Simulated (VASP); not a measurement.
## N: single point with PBE+D3(BJ)

The system is N.

```xyz
8
Lattice="-3.8166 0.0000 0.0000 -1.9083 -3.3052 0.0000 -0.4769 -0.2753 14.8290" Properties=species:S:1:pos:R:3 pbc="T T T"
N    -1.9083   -1.1017   13.5265
N    -1.9083   -1.1017    6.1120
N    -1.9083   -1.1017   12.4243
N    -1.9083   -1.1017    5.0098
N    -3.8166   -2.2035    2.4047
N    -3.8166   -2.2035    9.8192
N    -3.8166   -2.2035    1.3026
N    -3.8166   -2.2035    8.7171
```

This cell differs from its parent crystal: the part above a cut slid along it.

- Program: VASP 6.6.1
- Task: single point
- Functional: PBE
- Dispersion: D3(BJ)
- Potentials or basis: VASP PAW PBE potentials, release 64 (N)
- Cutoff: 520 eV
- k mesh: 7 × 7 × 2
- Occupations: gaussian, width 0.05 eV
- Spin: no spin polarisation
- Dipole correction: no
- Further INCAR settings: ALGO = Normal; EDIFF = 1e-06; NBANDS = 30

The pressure is 2.0 GPa. The largest force is 1.745 eV/Å, the band gap on the k mesh is 7.03 eV (least direct gap 7.08 eV) and the dispersion energy per atom is -0.052 eV.

Forces in eV/Å, atoms in the order of the input:
```
N   -0.018 -0.010  1.726
N    0.000  0.000  1.740
N    0.004  0.002 -1.745
N    0.000  0.000 -1.740
N   -0.004 -0.002  1.745
N    0.000  0.000  1.740
N    0.018  0.010 -1.726
N    0.000  0.000 -1.740
```

Stress tensor (GPa, compression positive):
```
-0.22 -0.04  0.02
-0.04 -0.18  0.01
 0.02  0.01  6.36
```

Levels at points of the mesh, in eV from the valence-band top:
```
           k point  band 17  band 18  band 19  band 20  band 21  band 22  band 23  band 24
(0.00, 0.00, 0.00)    -1.14    -0.53    -0.51    -0.01     8.03     8.10     8.17     8.20
(0.00, 0.00, 0.50)    -0.95    -0.94    -0.16    -0.14     8.06     8.09     8.12     8.18
```

It took 4.3 min on 1 thread of Oxide Virtual Turin-like Processor (shared host), peak memory 0.3 GiB.

Caveat: the cell differs from its parent crystal (the part above a cut slid along it); the standard files for N, O and F lose accuracy on very short bonds; the stress differs along the axes, from -0 to 6 GPa; forces of over 1 eV/Å act on the atoms, so gaps and moduli don't describe the material at rest. A k mesh can miss the band edges.
